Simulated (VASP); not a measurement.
Ga3BiAs2, 6 atoms in the cell. Symmetry: P3m1, No. 156, trigonal system. Conventional cell: a = 4.088 Å, b = 4.088 Å, c = 10.028 Å, α = 90.00°, β = 90.00°, γ = 120.00°. As (site symmetry 3m) has 4 Ga at 2.39 to 2.47 Å within 3.2 Å. Within 3.2 Å of As (site symmetry 3m) lie 4 Ga at 2.42 to 2.47 Å. Within 3.4 Å of Bi (site symmetry 3m) lie 4 Ga at 2.60 to 2.69 Å. Within 3.2 Å of Ga (site symmetry 3m) lie 4 As at 2.42 to 2.47 Å. Ga (site symmetry 3m) has 3 As at 2.47 Å and 1 Bi at 2.69 Å within 3.3 Å. Within 3.2 Å of Ga (site symmetry 3m) lie 1 As at 2.39 Å and 3 Bi at 2.60 Å.  This cell differs from its parent crystal: volume changed by -6%.

| Item | Value |
| --- | --- |
| Program | VASP 6.6.1 |
| Task | single point |
| Functional | r2SCAN |
| Potentials or basis | VASP PAW PBE potentials, release 64 (As, Bi_d, Ga_d) |
| Cutoff | 520 eV |
| k mesh | 6 × 6 × 2 |
| Occupations | fermi-dirac, width 0.02 eV |
| Spin | no spin polarisation |
| Dipole correction | no |
| Further INCAR settings | ALGO = Normal; EDIFF = 1e-06; NBANDS = 41 |

Potentials or basis: VASP PAW PBE potentials, release 64 (As, Bi_d, Ga_d).

Launch:

```bash
$ cat potpaw_PBE.64/As/POTCAR potpaw_PBE.64/Bi_d/POTCAR potpaw_PBE.64/Ga_d/POTCAR > POTCAR
$ cp INCAR.step1 INCAR
$ mpirun -np 1 vasp_std > vasp.out
$ cp INCAR.step2 INCAR
$ mpirun -np 1 vasp_std > vasp.out
```

Hardware: 1 thread of Oxide Virtual Turin-like Processor (shared host).

**Question.** How long does it take, and how much memory?

**Answer.** It took 11 min on 1 thread of Oxide Virtual Turin-like Processor, with other jobs on the host, peak memory 0.29 GiB. Counts: k points 14.
